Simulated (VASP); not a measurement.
# AlP (F-43m) in VASP: vibrations by perturbation theory with LDA

Aim: the vibrations by perturbation theory of AlP with LDA.

All numbers are computed with VASP 6.6.1; they aren't measurements. Logs are shortened: lines on timing, memory, paths and dates and some standing lists are left out, and cuts for length are marked.

**1. The cell of the first run**

Symmetry: F-43m, No. 216, cubic system. The conventional cell has a = 5.057 Å, b = 5.057 Å, c = 5.057 Å, α = 90.00°, β = 90.00°, γ = 90.00°. Within 2.9 Å of Al (site symmetry -43m) lie 4 P at 2.19 Å. Within 2.9 Å of P (site symmetry -43m) lie 4 Al at 2.19 Å.

**2. Vibrations by perturbation theory, LDA**

File INCAR:

```
SYSTEM = AlP
PREC = Accurate
ENCUT = 500
EDIFF = 1E-8
ISMEAR = 0
SIGMA = 0.01
LREAL = .False.
LASPH = .True.
NELM = 120
ALGO = Normal
ISIF = 2
LWAVE = .False.
LCHARG = .True.
NBANDS = 11
IBRION = 8
NSW = 1
LEPSILON = .True.
GGA_COMPAT = .False.
```

File KPOINTS:

```
Automatic mesh
0
Gamma
  10 10 10
  0 0 0
```

File POSCAR:

```
AlP
1.0
    0.0000000000      2.5284137397      2.5284137397
    2.5284137397      0.0000000000      2.5284137397
    2.5284137397      2.5284137397      0.0000000000
Al P
1 1
Direct
    0.0000000000      0.0000000000      0.0000000000
    0.7500000000      0.7500000000      0.7500000000
```

Potentials or basis: VASP PAW LDA potentials, release 64 (Al, P).

Run with:

```bash
$ cat potpaw_LDA.64/Al/POTCAR potpaw_LDA.64/P/POTCAR > POTCAR
$ mpirun -np 1 vasp_std > vasp.out
```

OUTCAR:

```text
SYSTEM = AlP
   PREC = Accurate
   ENCUT = 500
   EDIFF = 1E-8
   ISMEAR = 0
   LREAL = .False.
   LASPH = .True.
   NELM = 120
   ISIF = 2
   IBRION = 8
   NSW = 1
   LEPSILON = .True.

 ion  position               nearest neighbor table
   1  0.000  0.000  0.000-   2 2.19   2 2.19   2 2.19   2 2.19
   2  0.750  0.750  0.750-   1 2.19   1 2.19   1 2.19   1 2.19

  LATTYP: Found a face centered cubic cell.
 ALAT       =     5.0568274794

  Lattice vectors:

 A1 = (   0.0000000000,   2.5284137397,   2.5284137397)
 A2 = (   2.5284137397,   0.0000000000,   2.5284137397)
 A3 = (   2.5284137397,   2.5284137397,   0.0000000000)

Analysis of symmetry for initial positions (statically):
=====================================================================
 Subroutine PRICEL returns:
 Original cell was already a primitive cell.

 Routine SETGRP: Setting up the symmetry group for a
 face centered cubic supercell.

 Subroutine GETGRP returns: Found 24 space group operations
 (whereof 24 operations were pure point group operations)
 out of a pool of 48 trial point group operations.

The static configuration has the point symmetry T_d .

Analysis of symmetry for dynamics (positions and initial velocities):
=====================================================================
 Subroutine PRICEL returns:
 Original cell was already a primitive cell.

 Routine SETGRP: Setting up the symmetry group for a
 face centered cubic supercell.

 Subroutine GETGRP returns: Found 24 space group operations
 (whereof 24 operations were pure point group operations)
 out of a pool of 48 trial point group operations.

The dynamic configuration has the point symmetry T_d .

 Subroutine INISYM returns: Found 24 space group operations
 (whereof 24 operations are pure point group operations),
 and found     1 'primitive' translations

----------------------------------------------------------------------------------------

                                     Primitive cell

  volume of cell :      32.3277

  direct lattice vectors                    reciprocal lattice vectors
     0.000000000  2.528413740  2.528413740    -0.197752445  0.197752445  0.197752445
     2.528413740  0.000000000  2.528413740     0.197752445 -0.197752445  0.197752445
     2.528413740  2.528413740  0.000000000     0.197752445  0.197752445 -0.197752445

  length of vectors
     3.575717002  3.575717002  3.575717002     0.342517283  0.342517283  0.342517283

  position of ions in fractional coordinates (direct lattice)
     0.000000000  0.000000000  0.000000000
     0.750000000  0.750000000  0.750000000

  ion indices of the primitive-cell ions
   primitive index   ion index
                 1           1
                 2           2

----------------------------------------------------------------------------------------

 KPOINTS: Automatic mesh

Automatic generation of k-mesh.
 Grid dimensions read from file:
 generate k-points for:   10   10   10

 Generating k-lattice:

  Cartesian coordinates                     Fractional coordinates (reciprocal lattice)
    -0.019775245  0.019775245  0.019775245     0.100000000  0.000000000  0.000000000
[... 485 lines left out ...]
  ---------------------------------------------------
  ---------------------------------------------------
  free energy    TOTEN  =        -0.71707333 eV

  energy without entropy =       -0.71707333

------------------------ aborting loop because EDIFF is reached ----------------------------------------

--------------------------------------- Ionic step        2  -------------------------------------------

------------------------ aborting loop because EDIFF is reached ----------------------------------------

--------------------------------------- Ionic step        3  -------------------------------------------

------------------------ aborting loop because EDIFF is reached ----------------------------------------

 PIEZOELECTRIC TENSOR FIELD DIRECTION 3  (e Angst)
 -----------------------------------------------------------------------------
    -0.00112  1.35174  0.00000           (  0.00000 -0.02547  0.00000)
     1.35174 -0.00112  0.00000           ( -0.02547  0.00000  0.00000)
     0.00000  0.00000 -0.00026           (  0.00000  0.00000  0.00000)

 PIEZOELECTRIC TENSOR FIELD DIRECTION 3  (C/m^2)
 -----------------------------------------------------------------------------
    -0.00055  0.66993  0.00000
     0.66993 -0.00055  0.00000
     0.00000  0.00000 -0.00013

--------------------------------------- Ionic step        4  -------------------------------------------

------------------------ aborting loop because EDIFF is reached ----------------------------------------

[... ionic steps 5 to 6 ...]

--------------------------------------- Ionic step        7  -------------------------------------------

 Free energy of the ion-electron system (eV)
  ---------------------------------------------------
  ---------------------------------------------------
  free energy    TOTEN  =        -0.05063451 eV

  energy without entropy =       -0.05063451

------------------------ aborting loop because EDIFF is reached ----------------------------------------

 INTERNAL STRAIN TENSOR  FOR ION    2  DIRECTION 1   (eV/Angst):
 -----------------------------------------------------------------------------
    -0.00677  0.00000  0.00000
     0.00000  0.00530 19.99699
     0.00000 19.99699  0.00530

 MACROSCOPIC STATIC DIELECTRIC TENSOR (including local field effects in DFT)
 ------------------------------------------------------
           8.571688     0.000000     0.000000
          -0.000000     8.571688    -0.000000
           0.000000    -0.000000     8.571688
 ------------------------------------------------------

 PIEZOELECTRIC TENSOR (including local field effects)  for field in x, y, z        (e  Angst)
          XX          YY          ZZ          XY          YZ          ZX
  --------------------------------------------------------------------------------
  x     0.00000     0.00000    -0.00000     0.00000     1.35315     0.00000
  y    -0.00000     0.00000    -0.00000     0.00000     0.00000     1.35315
  z    -0.00000    -0.00000     0.00000     1.35315    -0.00000     0.00000

 PIEZOELECTRIC TENSOR (including local field effects)  for field in x, y, z        (C/m^2)
          XX          YY          ZZ          XY          YZ          ZX
  --------------------------------------------------------------------------------
  x     0.00000     0.00000    -0.00000     0.00000     0.67063     0.00000
  y    -0.00000     0.00000    -0.00000     0.00000     0.00000     0.67063
  z    -0.00000    -0.00000     0.00000     0.67063    -0.00000     0.00000

 BORN EFFECTIVE CHARGES (including local field effects) (in |e|, cummulative output)
 ---------------------------------------------------------------------------------
 ion    1
    1     2.09499     0.00000     0.00000
    2     0.00000     2.09499     0.00000
    3     0.00000     0.00000     2.09499
 ion    2
    1    -2.09499     0.00000     0.00000
    2     0.00000    -2.09499     0.00000
    3     0.00000     0.00000    -2.09499

 INTERNAL STRAIN TENSOR FOR ION    2 for displacements in x,y,z  (eV/Angst):
          X           Y           Z          XY          YZ          ZX
  --------------------------------------------------------------------------------
  x    -0.00000     0.00000     0.00000     0.00000    19.99699     0.00000
  y    -0.00000    -0.00000    -0.00000     0.00000     0.00000    19.99699
  z     0.00000     0.00000    -0.00000    19.99699     0.00000     0.00000

 SECOND DERIVATIVES (NOT SYMMETRIZED)
 ------------------------------------
               1X          1Y          1Z          2X          2Y          2Z
  1X   -17.117377    0.000000    0.000000   17.117377    0.000000    0.000000
  1Y     0.000000  -17.117377    0.000000    0.000000   17.117377    0.000000
  1Z     0.000000    0.000000  -17.117377    0.000000    0.000000   17.117377
  2X    17.112470    0.000000    0.000000  -17.112470    0.000000    0.000000
  2Y     0.000000   17.112470    0.000000    0.000000  -17.112470    0.000000
  2Z     0.000000    0.000000   17.112470    0.000000    0.000000  -17.112470

 Eigenvectors and eigenvalues of the dynamical matrix
 ----------------------------------------------------

   1 f  =   17.031705 THz   107.013362 2PiTHz  568.116543 cm-1    70.437442 meV
             X         Y         Z           dx          dy          dz
      0.000000  0.000000  0.000000     0.000000    0.731109    0.000000
      3.792621  3.792621  3.792621     0.000000   -0.682261    0.000000
[... 21 lines left out ...]
   6 f/i=    0.001218 THz     0.007653 2PiTHz    0.040629 cm-1     0.005037 meV
             X         Y         Z           dx          dy          dz
      0.000000  0.000000  0.000000     0.000000    0.000000   -0.682261
      3.792621  3.792621  3.792621     0.000000    0.000000   -0.731109

--------------------------------------------------------------------------------------------------------

 MACROSCOPIC STATIC DIELECTRIC TENSOR IONIC CONTRIBUTION
 ------------------------------------------------------
           1.435424    -0.000000    -0.000000
          -0.000000     1.435424     0.000000
          -0.000000     0.000000     1.435424
 ------------------------------------------------------

 ELASTIC MODULI CONTR FROM IONIC RELAXATION (kBar)
 Direction    XX          YY          ZZ          XY          YZ          ZX
 --------------------------------------------------------------------------------
 XX          -0.0000      0.0000      0.0000     -0.0000      0.0000     -0.0000
 YY           0.0000     -0.0000      0.0000     -0.0000     -0.0000      0.0000
 ZZ           0.0000      0.0000     -0.0000      0.0000     -0.0000     -0.0000
 XY          -0.0000     -0.0000      0.0000  -1148.9628      0.0000     -0.0000
 YZ           0.0000     -0.0000     -0.0000      0.0000  -1148.9628      0.0000
 ZX          -0.0000      0.0000     -0.0000     -0.0000      0.0000  -1148.9628
 --------------------------------------------------------------------------------

 PIEZOELECTRIC TENSOR IONIC CONTR  for field in x, y, z        (C/m^2)
          XX          YY          ZZ          XY          YZ          ZX
  --------------------------------------------------------------------------------
  x     0.00000    -0.00000    -0.00000     0.00000    -1.20841     0.00000
  y    -0.00000     0.00000    -0.00000    -0.00000     0.00000    -1.20841
  z    -0.00000    -0.00000     0.00000    -1.20841     0.00000    -0.00000
```

It took 9.5 min on 1 thread of Intel Xeon 8259CL, shared host; peak memory 0.27 GiB.

What came out:

```
Electronic dielectric tensor (diagonal)                 : 8.57
Born charges (mean of the diagonal)                     : Al +2.09; P -2.09 e
Highest phonon frequency at Γ, LO-TO splitting left out : 568 cm⁻¹
```

Phonon frequencies in cm⁻¹ (negative: imaginary):
| q point | frequencies |
| --- | --- |
| (0.000, 0.000, 0.000) | 0 0 0 568 568 568 |

Electronic dielectric tensor:
```
8.57 0.00 0.00
0.00 8.57 0.00
0.00 0.00 8.57
```

Born effective charge tensors (e):
atom 1, Al
```
2.09 0.00 0.00
0.00 2.09 0.00
0.00 0.00 2.09
```
atom 2, P
```
-2.09  0.00  0.00
 0.00 -2.09  0.00
 0.00  0.00 -2.09
```

Caveat: the cell stands under pressure or tension, which shifts response properties.
